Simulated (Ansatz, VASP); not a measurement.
One calculation of CsPbBr3, two programs

INCAR

```
  ALGO = Normal
  EDIFF = 1E-6
  ENCUT = 520
  GGA = PS
  ISIF = 2
  ISMEAR = -1
  LASPH = True
  LCHARG = True
  LELF = True
  LREAL = False
  LVHAR = True
  LWAVE = False
  NBANDS = 30
  NELM = 60
  PREC = Accurate
  SIGMA = 0.05
```

Contents of KPOINTS:

```
k-points
0
Gamma
  5 5 5
```

File POSCAR:

```
CsPbBr3
1.0
    5.9088753051      0.0000000000      0.0000000000
    0.0000000000      5.9088753051      0.0000000000
    0.0000000000      0.0000000000      5.9088753051
Pb Cs Br
1 1 3
Direct
    0.5000000000      0.5000000000      0.5000000000
    0.0000000000      0.0000000000      0.0000000000
    0.5000000000      0.5000000000      0.0000000000
    0.5000000000      0.0000000000      0.5000000000
    0.0000000000      0.5000000000      0.5000000000
```

File input.yaml:

```yaml
crystal:
  lattice:
    - [5.9088753051, 0.0, 0.0]
    - [0.0, 5.9088753051, 0.0]
    - [0.0, 0.0, 5.9088753051]
  atoms:
    - { symbol: Pb, position: [0.5, 0.5, 0.5] }
    - { symbol: Cs, position: [0.0, 0.0, 0.0] }
    - { symbol: Br, position: [0.5, 0.5, 0.0] }
    - { symbol: Br, position: [0.5, 0.0, 0.5] }
    - { symbol: Br, position: [0.0, 0.5, 0.5] }
kpoints:
  mp_grid: { grid: [5, 5, 5] }
scf:
  occupations: { method: fermi_dirac, width: 0.05 }
hamiltonian:
  xc: pbesol
  pseudopotentials: { kind: all_electron, lapw: { basis_error: 0.001 } }
output:
  forces: true
  stress: true
  eigenvalues: true
```

Change from the starting cell: volume scaled by 1.02.

Alike in both runs: task single point; functional PBEsol; k mesh 5 × 5 × 5; occupations fermi-dirac, width 0.05 eV; no spin polarisation.

```csv
,VASP,Ansatz
version,VASP 6.6.1,Ansatz 0.2.0
potentials or method,"VASP PAW PBE potentials, release 64 (Pb_d, Cs_sv, Br), cutoff 520 eV","all-electron LAPW, scalar-relativistic"
```

|  | VASP | Ansatz | Ansatz less VASP |
| --- | --- | --- | --- |
| gap on the k mesh at the Fermi level (eV) | 2.61 | 2.60 | -0.003 |
| least direct gap on the mesh (eV) | 2.61 | 2.60 | -0.003 |
| pressure (GPa) | -0.4 | -0.4 | +0.01 |

VASP's potentials were made for PBE, not for PBEsol. Ansatz ran all-electron here, and VASP with PAW potentials.

Spin-orbit coupling is off throughout.
